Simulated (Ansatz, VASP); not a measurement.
**YHf2O2 in VASP and in Ansatz**

```
CELL_PARAMETERS angstrom
2.91328 1.68198 4.36037
-2.91328 1.68198 4.36037
0.00000 -3.36397 4.36037
ATOMIC_POSITIONS crystal
Y 0.00000 0.00000 0.00000
Hf 0.69346 0.69346 0.69346
Hf 0.30654 0.30654 0.30654
O 0.16650 0.16650 0.16650
O 0.83350 0.83350 0.83350
```

Alike in both runs: functional PBE; k mesh 6 × 6 × 6; occupations gaussian, width 0.1 eV; no spin polarisation.

Ansatz relaxed the structure, and its values are those at the end. VASP's run is a single point on that final structure, the one shown.

```csv
,VASP,Ansatz
version,VASP 6.6.1,Ansatz 0.2.0
potentials or method,"VASP PAW PBE potentials, release 64 (Y_sv, Hf_pv, O), cutoff 520 eV","scalar-relativistic, plane waves, PAW"
valence electrons in the cell,43,75
```

```csv
,VASP,Ansatz,Ansatz less VASP
gap on the k mesh at the Fermi level (eV),none,none,-
pressure (GPa),-0.2,0.1,+0.29
rms of the force components (eV/Å),0.055,0.010,-0.0444
```

A gap of «none» marks a metal or a gap that the smearing closes. The functional is the same, so the differences come from potentials, cutoffs and numerics. VASP's potentials hold 43 valence electrons a cell and Ansatz's 75, so a difference there can come from the potentials and not from the codes.

Neither program's run includes spin-orbit coupling.
